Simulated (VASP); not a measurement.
# Li2W (P-6m2) in VASP: a series of runs

Runs on Li2W. Level: PBE. Tasks: relaxation of cell and atoms, single point.

Everything below comes from runs of VASP 6.6.1. Logs are shortened: lines on timing, memory, paths and dates and some standing lists are left out, and cuts for length are marked.

**1. The cell of the first run**

Symmetry: P-6m2, No. 187, hexagonal system. The conventional cell has a = 2.725 Å, b = 2.725 Å, c = 7.659 Å, α = 90.00°, β = 90.00°, γ = 120.00°. Li (site symmetry 3m) has 7 Li at 2.72 to 2.75 Å and 3 W at 2.92 Å within 3.6 Å. Within 3.6 Å of W (site symmetry -6m2) lie 6 W at 2.72 Å and 6 Li at 2.92 Å.

The cell was generated, and may not be a known phase.

**2. Relaxation of cell and atoms, PBE**

INCAR

```
ALGO = Fast ; EDIFF = 1E-7
EDIFFG = -0.01 ; ENCUT = 600
GGA = PE ; IBRION = 2
ISIF = 3 ; ISMEAR = 0
LASPH = True ; LCHARG = False
LREAL = False ; LWAVE = False
NELM = 80 ; NSW = 100
PREC = Accurate ; SIGMA = 0.1
```

KPOINTS

```
k-points
0
Gamma
  18 18 6
```

POSCAR

```
Li2W
1.0
    2.7245741740      0.0000000000      0.0000000000
   -1.3622870870      2.3595504492      0.0000000000
    0.0000000000      0.0000000000      7.6590839987
Li W
2 1
Direct
    0.6666666667      0.3333333333      0.8207441104
    0.6666666667      0.3333333333      0.1792558896
    0.3333333333      0.6666666667      0.5000000000
```

Potentials or basis: VASP PAW PBE potentials, release 64 (Li_sv, W_sv).

Run with:

```bash
$ cat potpaw_PBE.64/Li_sv/POTCAR potpaw_PBE.64/W_sv/POTCAR > POTCAR
$ mpirun -np 1 vasp_std > vasp.out
```

OUTCAR:

```text
EDIFF = 1E-7
   EDIFFG = -0.01
   ENCUT = 600
   GGA = PE
   IBRION = 2
   ISIF = 3
   ISMEAR = 0
   LASPH = True
   LREAL = False
   NELM = 80
   NSW = 100
   PREC = Accurate

 ion  position               nearest neighbor table
   1  0.667  0.333  0.821-   3 2.92   3 2.92   3 2.92
   2  0.667  0.333  0.179-   3 2.92   3 2.92   3 2.92
   3  0.333  0.667  0.500-   1 2.92   2 2.92   1 2.92   2 2.92   1 2.92   2 2.92

  LATTYP: Found a hexagonal cell.
 ALAT       =     2.7245741740
 C/A-ratio  =     2.8111123095

  Lattice vectors:

 A1 = (   2.7245741740,   0.0000000000,   0.0000000000)
 A2 = (  -1.3622870870,   2.3595504492,   0.0000000000)
 A3 = (   0.0000000000,   0.0000000000,   7.6590839987)

Analysis of symmetry for initial positions (statically):
=====================================================================
 Subroutine PRICEL returns:
 Original cell was already a primitive cell.

 Routine SETGRP: Setting up the symmetry group for a
 hexagonal supercell.

 Subroutine GETGRP returns: Found 12 space group operations
 (whereof 12 operations were pure point group operations)
 out of a pool of 24 trial point group operations.

The static configuration has the point symmetry D_3h.

Analysis of symmetry for dynamics (positions and initial velocities):
=====================================================================
 Subroutine PRICEL returns:
 Original cell was already a primitive cell.

 Routine SETGRP: Setting up the symmetry group for a
 hexagonal supercell.

 Subroutine GETGRP returns: Found 12 space group operations
 (whereof 12 operations were pure point group operations)
 out of a pool of 24 trial point group operations.

The dynamic configuration has the point symmetry D_3h.

 Subroutine INISYM returns: Found 12 space group operations
 (whereof 12 operations are pure point group operations),
 and found     1 'primitive' translations

----------------------------------------------------------------------------------------

                                     Primitive cell

  volume of cell :      49.2385

  direct lattice vectors                    reciprocal lattice vectors
     2.724574174  0.000000000  0.000000000     0.367029832  0.211904772  0.000000000
    -1.362287087  2.359550449  0.000000000     0.000000000  0.423809544  0.000000000
     0.000000000  0.000000000  7.659083999     0.000000000  0.000000000  0.130563916

  length of vectors
     2.724574174  2.724574174  7.659083999     0.423809544  0.423809544  0.130563916

  position of ions in fractional coordinates (direct lattice)
     0.666666667  0.333333333  0.820744110
     0.666666667  0.333333333  0.179255890
     0.333333333  0.666666667  0.500000000

  ion indices of the primitive-cell ions
   primitive index   ion index
                 1           1
                 2           2
                 3           3

----------------------------------------------------------------------------------------

 KPOINTS: k-points

Automatic generation of k-mesh.
 Grid dimensions read from file:
 generate k-points for:   18   18    6

 Generating k-lattice:

  Cartesian coordinates                     Fractional coordinates (reciprocal lattice)
     0.020390546  0.011772487  0.000000000     0.055555556 -0.000000000  0.000000000
     0.000000000  0.023544975  0.000000000     0.000000000  0.055555556  0.000000000
     0.000000000  0.000000000  0.021760653     0.000000000  0.000000000  0.166666667

  Length of vectors
     0.023544975  0.023544975  0.021760653

  Shift w.r.t. Gamma in fractional coordinates (k-lattice)
     0.000000000  0.000000000  0.000000000

 Subroutine IBZKPT returns following result:
 ===========================================

 Found    148 irreducible k-points:

 Following reciprocal coordinates:
            Coordinates               Weight
  0.000000  0.000000  0.000000      1.000000
  0.055556  0.000000  0.000000      6.000000
  0.111111  0.000000  0.000000      6.000000
  0.166667  0.000000  0.000000      6.000000
  0.222222 -0.000000  0.000000      6.000000
  0.277778  0.000000  0.000000      6.000000
[... 16 lines left out ...]
  0.333333  0.111111  0.000000     12.000000
  0.388889  0.111111  0.000000     12.000000
 [... further k-points ...]
   k-points           NKPTS =    148   k-points in BZ     NKDIM =    148   number of bands    NBANDS=     14
   number of dos      NEDOS =    301   number of ions     NIONS =      3
   total plane-waves  NPLWV =  36864
   dimension x,y,z NGX =    24 NGY =   24 NGZ =   64
   dimension x,y,z NGXF=    48 NGYF=   48 NGZF=  128
   ions per type =               2   1
   NGX,Y,Z   is equivalent  to a cutoff of  14.64, 14.64, 13.89 a.u.
   NGXF,Y,Z  is equivalent  to a cutoff of  29.29, 29.29, 27.78 a.u.
 SYSTEM =  unknown system
   PREC   = accura    normal or accurate (medium, high low for compatibility)
   ISTART =      0    job   : 0-new  1-cont  2-samecut
   ICHARG =      2    charge: 1-file 2-atom 10-const
   ISPIN  =      1    spin polarized calculation?
   LNONCOLLINEAR =      F non collinear calculations
   LSORBIT =      F    spin-orbit coupling
   LASPH  =      T    aspherical Exc in radial PAW
   ENCUT  =  600.0 eV  44.10 Ry    6.64 a.u.   5.44  5.44 15.30*2*pi/ulx,y,z
   NELM   =     80;   NELMIN=  2; NELMDL= -5     # of ELM steps
   EDIFF  = 0.1E-06   stopping-criterion for ELM
   LREAL  =      F    real-space projection
   EDIFFG = -.1E-01   stopping-criterion for IOM
   NSW    =    100    number of steps for IOM
   IBRION =      2    ionic relax: 0-MD 1-quasi-New 2-CG
   NFREE  =      1    steps in history (QN), initial steepest desc. (CG)
   ISIF   =      3    stress and relaxation
   ISYM   =      2    0-nonsym 1-usesym 2-fastsym
   POTIM  = 0.5000    time-step for ionic-motion
   TEBEG  =    0.0;   TEEND  =   0.0 temperature during run
   PSTRESS=    0.0 pullay stress
   NELECT =      20.0000    total number of electrons
   NUPDOWN=      -1.0000    fix difference up-down
   EMIN   =  10.00;   EMAX   =-10.00  energy-range for DOS
   EFERMI =   0.00;   METHOD = LEGACY
   ISMEAR =     0;   SIGMA  =   0.10  broadening in eV -4-tet -1-fermi 0-gaus
   EFERMI_NEDOS =   21; number of points for ismear=-14 and -15
   IALGO  =     68    algorithm
   IMIX   =      4    mixing-type and parameters
     AMIX     =   0.40;   BMIX     =  1.00
     AMIX_MAG =   1.60;   BMIX_MAG =  1.00
  volume/ion in A,a.u.               =      16.41       110.76
  Fermi-wavevector in a.u.,A,eV,Ry     =   1.212411  2.291125 19.999758  1.469941
  Thomas-Fermi vector in A             =   2.347896
   LORBIT       =      0    0 simple, 1 ext, 2 COOP (PROOUT), +10 PAW based schemes
   GGA     = PE    functional components
   LHFCALC =     F    Hartree Fock is set to
   AEXX    =    0.0000 exact exchange contribution
   IVDW    =     0    specifies the selected vdW correction
   LEPSILON=     F    determine dielectric tensor
   LRPA    =     F    only Hartree local field effects (RPA)
 conjugate gradient relaxation of ions
 non-spin polarized calculation
 RMM-DIIS sequential band-by-band and
 Gauss-broadening in eV      SIGMA  =   0.10
  energy-cutoff  :      600.00
  volume of cell :       49.24
 maximum number of plane-waves:      1698
 NGX is ok and might be reduce to    24

--------------------------------------- Ionic step        1  -------------------------------------------

 number of electron      19.9999995 magnetization

 Free energy of the ion-electron system (eV)
  ---------------------------------------------------
  ext. energy  EPLUGINS =         0.00000000
  ---------------------------------------------------
  free energy    TOTEN  =       -15.65365765 eV

  energy without entropy =      -15.64502323  energy(sigma->0) =      -15.64934044

------------------------ aborting loop EDIFF was not reached (unconverged)  ----------------------------

  FORCE on cell =-STRESS in cart. coord.  units (eV):
  Direction    XX          YY          ZZ          XY          YZ          ZX
  --------------------------------------------------------------------------------------
  -------------------------------------------------------------------------------------
  Total       -0.0497527     -0.0497527     -0.2296534      0.0000000     -0.0000000      0.0000000
  in kB       -1.6189102     -1.6189102     -7.4727196      0.0000000     -0.0000000      0.0000000
  external PRESSURE =      -3.5701800 kB  Pullay stress =       0.0000000 kB
[... 244 lines left out ...]
  energy  without entropy=      -15.6441147658  energy(sigma->0) =      -15.64818369

--------------------------------------- Ionic step        8  -------------------------------------------

 number of electron      20.0000012 magnetization

 Free energy of the ion-electron system (eV)
  ---------------------------------------------------
  ext. energy  EPLUGINS =         0.00000000
  ---------------------------------------------------
  free energy    TOTEN  =       -15.65780868 eV

  energy without entropy =      -15.64967577  energy(sigma->0) =      -15.65374223

 E-fermi :   4.1221     XC(G=0):  -9.5592

 val. band max:        4.1212872466   @ k =   0.2778   0.2778   0.0000
 cond. band min:       4.1229746011   @ k =   0.2778   0.0556   0.3333
 fundamental gap:      0.0016873545
 Fermi energy:         4.1220616817

 k-point     1 :       0.0000    0.0000    0.0000
  band No.  band energies     occupation
      1     -69.5412      2.00000
      2     -41.7400      2.00000
      3     -41.7316      2.00000
      4     -33.8566      2.00000
      5     -33.0309      2.00000
      6     -33.0309      2.00000
      7      -3.0342      2.00000
      8       0.8022      2.00000
      9       2.1520      2.00000
     10       2.5524      2.00000
     11       4.1573      0.61830
     12       4.1573      0.61830
     13       7.7682      0.00000
     14       7.7682      0.00000
[... 375 lines left out ...]
 k-point    24 :       0.3889    0.1111    0.0000
  band No.  band energies     occupation
      1     -69.4162      2.00000
      2     -41.6960      2.00000
      3     -41.6884      2.00000
      4     -34.2646      2.00000
      5     -33.6574      2.00000
      6     -33.4323      2.00000
      7       0.1146      2.00000
      8       1.3038      2.00000
      9       3.2633      2.00000
     10       5.1648      0.00000
     11       5.3250      0.00000
     12       6.6697      0.00000
     13       6.8470      0.00000
     14       8.9517      0.00000

 [... further k-points ...]

------------------------ aborting loop because EDIFF is reached ----------------------------------------

  FORCE on cell =-STRESS in cart. coord.  units (eV):
  Direction    XX          YY          ZZ          XY          YZ          ZX
  --------------------------------------------------------------------------------------
  -------------------------------------------------------------------------------------
  Total        0.0066167      0.0066167      0.0294221      0.0000000      0.0000000      0.0000000
  in kB        0.2152409      0.2152409      0.9571007      0.0000000      0.0000000      0.0000000
  external PRESSURE =       0.4625275 kB  Pullay stress =       0.0000000 kB

 VOLUME and BASIS-vectors are now :
 -----------------------------------------------------------------------------
  energy-cutoff  :      600.00
  volume of cell :       49.25
      direct lattice vectors                 reciprocal lattice vectors
     2.725994822  0.000000000  0.000000000     0.366838554  0.211794338  0.000000000
    -1.362997411  2.360780767  0.000000000     0.000000000  0.423588676  0.000000000
    -0.000000000 -0.000000000  7.653251222     0.000000000 -0.000000000  0.130663423
[... 9 lines left out ...]
  FREE ENERGIE OF THE ION-ELECTRON SYSTEM (eV)
  ---------------------------------------------------
  free  energy   TOTEN  =       -15.6578086825 eV

  energy  without entropy=      -15.6496757683  energy(sigma->0) =      -15.65374223

 reached required accuracy - stopping structural energy minimisation
```

Run time: 28 min. Hardware: 1 thread of Intel Xeon 6975P-C (Granite Rapids), shared host; peak memory 0.36 GiB.

Results:

- Free energy: -15.6578 eV
- Relaxed volume: 16.42 Å³/atom
- Relaxed cell: a = 2.726 Å, b = 2.726 Å, c = 7.653 Å, α = 90.00°, β = 90.00°, γ = 120.00°
- Space group after relaxing (to 0.1 Å): P-6m2 (No. 187)
- Energy gained by relaxing: 1.4 meV/atom
- Ionic steps: 8
- Pressure after relaxing: 0.0 GPa
- Largest force after relaxing: 0.004 eV/Å
- Band gap on the k mesh: zero (bands 10 and 11 overlap by 2.37 eV)

Forces in eV/Å, atoms in the order of the input:
```
Li   0.000  0.000  0.004
Li   0.000  0.000 -0.004
W    0.000  0.000  0.000
```

The path:
```
step  energy change (eV)  largest force (eV/Å)  pressure (GPa)  volume (Å³)
   1              0.0000                0.1160           -0.36        49.24
   2              0.0226                0.0796            0.11        48.98
   3             -0.0001                0.0581            0.34        48.81
   4              0.0038                0.0449            0.02        48.99
   5             -0.0028                0.0405           -0.12        49.07
   6             -0.0026                0.0269           -0.07        49.13
   7              0.0014                0.0039            0.05        49.25
   8             -0.0042                0.0044            0.05        49.25
```

Final structure:
```
Li W
1.0
     2.72599    0.00000    0.00000
    -1.36300    2.36078    0.00000
     0.00000    0.00000    7.65325
Li W
2 1
Direct
  0.66667 0.33333 0.81636
  0.66667 0.33333 0.18364
  0.33333 0.66667 0.50000
```

Caveat: the cutoff is under 1.25 times the usual one of these potentials, so pressure, stress and relaxed cells hold a basis-set (Pulay) error; spin-orbit coupling is left out, which moves the levels of the heavy elements.

**3. Single point, PBE**

This run uses another cell than the first one: it holds 6 atoms, not 3.

INCAR

```
SYSTEM = Li2W
PREC = Accurate
ENCUT = 1000
EDIFF = 1E-6
ISMEAR = 0
SIGMA = 0.2
LREAL = .False.
LASPH = .True.
NELM = 300
ALGO = All
ISIF = 2
LWAVE = .False.
LCHARG = .True.
GGA = PE
LVHAR = .True.
NBANDS = 29
GGA_COMPAT = .False.
ISEARCH = 1
KPAR = 4
```

KPOINTS

```
regular mesh
0
Gamma
  8 6 4
  0 0 0
```

POSCAR

```
Li2W
1.0
    2.7249714222      0.0000000000      0.0000000000
    0.0000000000      4.7197889524      0.0000000000
    0.0000000000      0.0000000000      7.6680407990
Li W
4 2
Direct
    0.5000000000      0.1666666667      0.8163565930
    0.0000000000      0.6666666667      0.8163565930
    0.5000000000      0.1666666667      0.1836434070
    0.0000000000      0.6666666667      0.1836434070
    0.0000000000      0.3333333333      0.5000000000
    0.5000000000      0.8333333333      0.5000000000
```

Potentials or basis: VASP PAW PBE potentials, release 64 (Li_sv, W_sv).

Run with:

```bash
$ cat potpaw_PBE.64/Li_sv/POTCAR potpaw_PBE.64/W_sv/POTCAR > POTCAR
$ mpirun -np 4 vasp_std > vasp.out
```

Wall time 2 min (4 MPI ranks of Intel Xeon Platinum 8488C (Sapphire Rapids), shared host); peak memory 0.94 GiB.

Results (log left out):

```
Free energy            : -31.3605 eV
Pressure               : 0.2 GPa
Largest force          : 0.008 eV/Å
Band gap on the k mesh : zero (bands 20 and 21 overlap by 2.21 eV)
```

Forces on the atoms (eV/Å):
```
Li   0.000  0.000 -0.008
Li   0.000  0.000 -0.008
Li   0.000  0.000  0.008
Li   0.000  0.000  0.008
W    0.000  0.000  0.000
W    0.000  0.000  0.000
```

Stress tensor (GPa, compression positive):
```
-0.19  0.00  0.00
 0.00  0.93  0.00
 0.00  0.00 -0.18
```

Levels at points of the mesh, in eV from the Fermi level:
| k point | band 17 | band 18 | band 19 | band 20 | band 21 | band 22 | band 23 | band 24 |
| --- | --- | --- | --- | --- | --- | --- | --- | --- |
| (0.00, 0.00, 0.00) | -1.95 | -1.54 | -0.72 | 0.08 | 0.09 | 1.56 | 2.13 | 2.31 |
| (0.50, 0.00, 0.00) | -1.79 | -1.79 | -0.20 | -0.20 | 0.34 | 0.34 | 2.16 | 2.16 |
| (0.00, 0.50, 0.00) | -2.31 | -2.31 | -0.90 | -0.90 | -0.03 | -0.03 | 1.94 | 1.94 |
| (0.50, 0.50, 0.00) | -0.72 | -0.72 | 1.56 | 1.56 | 2.13 | 2.13 | 2.31 | 2.31 |
| (0.00, 0.00, 0.50) | -2.77 | -0.64 | -0.40 | 0.08 | 0.09 | 0.82 | 1.75 | 2.31 |
| (0.50, 0.00, 0.50) | -1.70 | -1.70 | 0.00 | 0.00 | 0.21 | 0.21 | 1.20 | 1.20 |
| (0.00, 0.50, 0.50) | -2.03 | -2.03 | -0.78 | -0.78 | -0.60 | -0.60 | 2.51 | 2.51 |
| (0.50, 0.50, 0.50) | -0.41 | -0.41 | 0.82 | 0.82 | 1.75 | 1.75 | 2.30 | 2.30 |

Caveat: spin-orbit coupling is left out, which moves the levels of the heavy elements.
